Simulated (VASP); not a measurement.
Here is a VASP 6.6.1 calculation.

INCAR

```
SYSTEM = CuO
  PREC = Accurate
  ENCUT = 820
  EDIFF = 1E-6
  ISMEAR = 0
  SIGMA = 0.05
  LREAL = .FALSE.
  LASPH = .TRUE.
  NELM = 200
  ALGO = Normal
  ISIF = 2
  LWAVE = .FALSE.
  LCHARG = .TRUE.
  ISPIN = 2
  MAGMOM = 0.68 0.68 0.36 0.36
  LORBIT = 11
  LMAXMIX = 4
  LDAU = .TRUE.
  LDAUTYPE = 2
  LDAUL = 2 -1
  LDAUU = 8 0
  LDAUJ = 0 0
  LDAUPRINT = 1
  GGA = CA
  LELF = .TRUE.
  LVHAR = .TRUE.
  NBANDS = 37
  GGA_COMPAT = .FALSE.
```

File KPOINTS:

```
Automatic mesh
0
G
  7 7 4
  0 0 0
```

File POSCAR:

```
CuO
1.0
    2.3446497600     -1.7133998200      0.0000000000
    2.3446497600      1.7133998200      0.0000000000
   -0.8605499100      0.0000000000      5.0594394800
Cu O
2 2
Direct
    0.0032000000      0.4968000000      0.0000000000
    0.4968000000      0.0032000000      0.5000000000
    0.5714000000      0.4056000000      0.2537000000
    0.4056000000      0.5714000000      0.7537000000
```

Potentials or basis: VASP PAW LDA potentials, release 64 (Cu_sv_GW, O).

The run is started by

```console
$ cat potpaw_LDA.64/Cu_sv_GW/POTCAR potpaw_LDA.64/O/POTCAR > POTCAR
$ mpirun -np 1 vasp_std > vasp.out
```

Estimate the largest force.

0.764 eV/Å.

Estimate the site moments.

Cu +0.76; O +0.22 μB.

What does it give for the pressure?

-9.0 GPa.

Eigenvalues of the final occupation matrices:
```
    site  spin  trace               eigenvalues
site 1 d     1   4.82  0.95 0.96 0.96 0.96 1.00
site 1 d     2   4.07  0.27 0.94 0.95 0.95 0.96
site 2 d     1   4.82  0.95 0.96 0.96 0.96 1.00
site 2 d     2   4.07  0.27 0.94 0.95 0.95 0.96
```

Caveat: the cell stands under tension. The state reached can hang on the start; a lower one may exist.
